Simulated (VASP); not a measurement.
A run of VASP 6.6.1 is set up as follows.

Contents of INCAR:

```
SYSTEM = Ga
PREC     = Accurate       ! precision mode
ENCUT    = 400            ! plane-wave cutoff, eV
EDIFF    = 1E-8           ! SCF threshold, eV
ISMEAR   = -1             ! smearing method
SIGMA    = 0.05           ! smearing width, eV
LREAL    = .False.        ! projectors in reciprocal space
LASPH    = .True.         ! aspherical terms in the spheres
NELM     = 120            ! most SCF steps
ALGO     = Normal         ! electronic algorithm
ISIF     = 2              ! what is computed and relaxed
LWAVE    = .False.        ! write WAVECAR
LCHARG   = .False.        ! write CHGCAR
LEFG     = .True.       
ISYM     = 0            
NBANDS   = 12             ! bands
GGA_COMPAT= .False.
```

The input KPOINTS:

```
regular mesh
0
Gamma
  14 14 16
  0 0 0
```

Contents of POSCAR:

```
Ga
1.0
   -1.4461200000      1.4461200000      2.2290000000
    1.4461200000     -1.4461200000      2.2290000000
    1.4461200000      1.4461200000     -2.2290000000
Ga
1
Direct
    0.0000000000      0.0000000000      0.0000000000
```

Potentials or basis: VASP PAW LDA potentials, release 64 (Ga_d).

Command:

```sh
$ cat potpaw_LDA.64/Ga_d/POTCAR > POTCAR
$ mpirun -np 1 vasp_std > vasp.out
```

Q: Estimate the pressure.

A: -4.9 GPa.

Q: Estimate the band gap on the k mesh.

A: Zero (an odd number of electrons rules out a gap without spin polarisation).

Stress tensor (GPa, compression positive):
```
-5.02  0.02  0.18
 0.02 -5.02  0.18
 0.18  0.18 -4.76
```

Caveat: the cell differs from its parent crystal (equal xx and yy strain of +3 %); the cell stands under tension; without QUAD_EFG the Cq values of the log hold for a quadrupole moment of 1 mb, not for the nuclei.
